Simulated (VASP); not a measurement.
A run of VASP 6.6.1:

The input INCAR:

```
SYSTEM = Si
PREC = Accurate
ENCUT = 520
EDIFF = 1E-7
ISMEAR = -1
SIGMA = 0.1
LREAL = .FALSE.
LASPH = .TRUE.
NELM = 80
ALGO = Normal
ISIF = 2
LWAVE = .FALSE.
LCHARG = .TRUE.
GGA = RP
LELF = .TRUE.
LVHAR = .TRUE.
NBANDS = 16
```

File KPOINTS:

```
Automatic mesh
0
G
  17 17 5
  0 0 0
```

The input POSCAR:

```
Si
1.0
    2.7304541471      0.0000000000      0.0000000000
   -1.3652270736      2.3646426553      0.0000000000
    0.0000000000      0.0000000000      9.0571669466
Si
4
Direct
    0.0000000000      0.0000000000      0.0000000000
    0.0000000000      0.0000000000      0.5000000000
    0.3333333333      0.6666666667      0.2500000000
    0.6666666667      0.3333333333      0.7500000000
```

Potentials or basis: VASP PAW PBE potentials, release 64 (Si).

Command:

```sh
$ cat potpaw_PBE.64/Si/POTCAR > POTCAR
$ mpirun -np 1 vasp_std > vasp.out
```

Hardware: 1 thread of Intel(R) Xeon(R) Platinum 8375C CPU @ 2.90GHz (Ice Lake) (shared host).

Problem. How long does it take, and how much memory?

Solution. Wall time 70 s on 1 thread of Intel(R) Xeon(R) Platinum 8375C CPU @ 2.90GHz (Ice Lake), on a shared host, peak memory 0.2 GiB. Counts: scf iterations 13, k points 99.
